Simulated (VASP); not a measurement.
Input of a VASP 6.6.1 run:

File INCAR:

```
SYSTEM = NaHg2
  PREC = Accurate
  ENCUT = 600
  EDIFF = 1E-6
  ISMEAR = -1
  SIGMA = 0.15
  LREAL = .FALSE.
  LASPH = .TRUE.
  NELM = 60
  ALGO = Fast
  ISIF = 3
  LWAVE = .FALSE.
  LCHARG = .FALSE.
  GGA = CA
  IBRION = 2
  NSW = 80
  EDIFFG = -0.001
```

The input KPOINTS:

```
regular mesh
0
G
  12 12 14
  0 0 0
```

Contents of POSCAR:

```
NaHg2
1.0
    4.9609571433      0.0000000000      0.0000000000
   -2.4804785716      4.2963149131      0.0000000000
    0.0000000000      0.0000000000      3.0809738612
Na Hg
1 2
Direct
    0.0000000000      0.0000000000      0.0000000000
    0.3333333333      0.6666666667      0.5000000000
    0.6666666667      0.3333333333      0.5000000000
```

Potentials or basis: VASP PAW LDA potentials, release 64 (Na_pv, Hg).

The run is started by

```bash
$ cat potpaw_LDA.64/Na_pv/POTCAR potpaw_LDA.64/Hg/POTCAR > POTCAR
$ mpirun -np 1 vasp_std > vasp.out
```

(1) Estimate the relaxed cell.

(2) Estimate the relaxed volume.

(3) Predict the space group after relaxing (to 0.1 Å).

(4) What does it give for the band gap on the k mesh?

Results:

(1) a = 4.975 Å, b = 4.975 Å, c = 3.101 Å, α = 90.00°, β = 90.00°, γ = 120.00°.

(2) 22.15 Å³/atom.

(3) P6/mmm (No. 191).

(4) zero (an odd number of electrons rules out a gap without spin polarisation).

Caveat: spin-orbit coupling is left out, which moves the levels of the heavy elements.
